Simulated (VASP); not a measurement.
Ti3SbP, 5 atoms in the cell. The structure is cubic, space group Pm-3m (No. 221). Conventional cell: a = 4.362 Å, b = 4.362 Å, c = 4.362 Å, α = 90.00°, β = 90.00°, γ = 90.00°. Ti (site symmetry 4/mmm) has 2 P at 2.18 Å within 2.9 Å. Within 4.1 Å of Sb (site symmetry m-3m) lie 12 Ti at 3.08 Å and 8 P at 3.78 Å. P (site symmetry m-3m) has 6 Ti at 2.18 Å within 2.9 Å. The cell was generated, and may not be a known phase.

```yaml
Program: VASP 6.6.1
Task: relaxation of cell and atoms
Functional: PBE
Potentials_or_basis: VASP PAW PBE potentials, release 64 (Ti_sv, Sb, P)
Cutoff: 600 eV
k_mesh: 4 × 4 × 4
Occupations: gaussian, width 0.1 eV
Spin: no spin polarisation
Dipole_correction: no
Further_INCAR_settings: ALGO = Normal; EDIFF = 1e-06; IBRION = 2; EDIFFG = -0.04; NSW = 90; ISIF = 3
```

Potentials or basis: VASP PAW PBE potentials, release 64 (Ti_sv, Sb, P).

Launch:

```sh
$ cat potpaw_PBE.64/Ti_sv/POTCAR potpaw_PBE.64/Sb/POTCAR potpaw_PBE.64/P/POTCAR > POTCAR
$ mpirun -np 1 vasp_std > vasp.out
```

Hardware: 1 thread of AMD EPYC 9R45 96-Core Processor (Zen 5), on a shared host.

Problem. How long does it take, and how much memory?

Solution. Wall time 51 s on 1 thread of AMD EPYC 9R45 96-Core Processor (Zen 5), on a shared host, peak memory 0.2 GiB. Counts: scf iterations 40, k points 10, ion steps 3.
